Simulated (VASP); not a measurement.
ZnCu2SnS4: single point with PBEsol

Crystal: ZnCu2SnS4.

```
Sn Zn Cu S
1.0
    -2.66163    2.66163    5.31406
     2.66163   -2.66163    5.31406
     2.66163    2.66163   -5.31406
Sn Zn Cu S
1 1 2 4
Direct
  0.50000 0.50000 0.00000
  0.25000 0.75000 0.50000
  0.75000 0.25000 0.50000
  0.00000 0.00000 0.00000
  0.62799 0.62839 0.51280
  0.88481 0.37201 0.00040
  0.11559 0.11519 0.48720
  0.37161 0.88441 0.99960
```

```json
{
  "Program": "VASP 6.6.1",
  "Task": "single point",
  "Functional": "PBEsol",
  "Potentials or basis": "VASP PAW PBE potentials, release 64 (Sn_d, Zn, Cu, S)",
  "Cutoff": "520 eV",
  "k mesh": "7 × 7 × 7",
  "Occupations": "fermi-dirac, width 0.05 eV",
  "Spin": "no spin polarisation"
}
```

| Item | Value |
| --- | --- |
| Pressure | 3.7 GPa |
| Largest force | 0.881 eV/Å |
| Band gap on the k mesh | 0.50 eV |

Forces in eV/Å, atoms in the order of the input:
```
Sn   0.000  0.000  0.000
Zn   0.000  0.000  0.000
Cu   0.000  0.000  0.000
Cu   0.000  0.000  0.000
S    0.275  0.772 -0.322
S   -0.772  0.275  0.322
S   -0.275 -0.772 -0.322
S    0.772 -0.275  0.322
```

Stress tensor (GPa, compression positive):
```
3.72 0.00 0.00
0.00 3.72 0.00
0.00 0.00 3.63
```

Levels at points of the mesh, in eV from the valence-band top:
```tsv
k point	band 33	band 34	band 35	band 36	band 37	band 38	band 39	band 40
(0.00, 0.00, 0.00)	-1.58	-0.08	-0.08	0.00	0.50	1.89	2.95	3.85
```

It took 4.1 min on 1 thread of Intel(R) Xeon(R) 6975P-C (Granite Rapids), with other jobs on the host, peak memory 0.55 GiB.

Caveat: the cell stands under pressure; the PAW data sets were made with another functional, which shifts forces and pressure a little; spin-orbit coupling is left out, which moves the levels of the heavy elements.
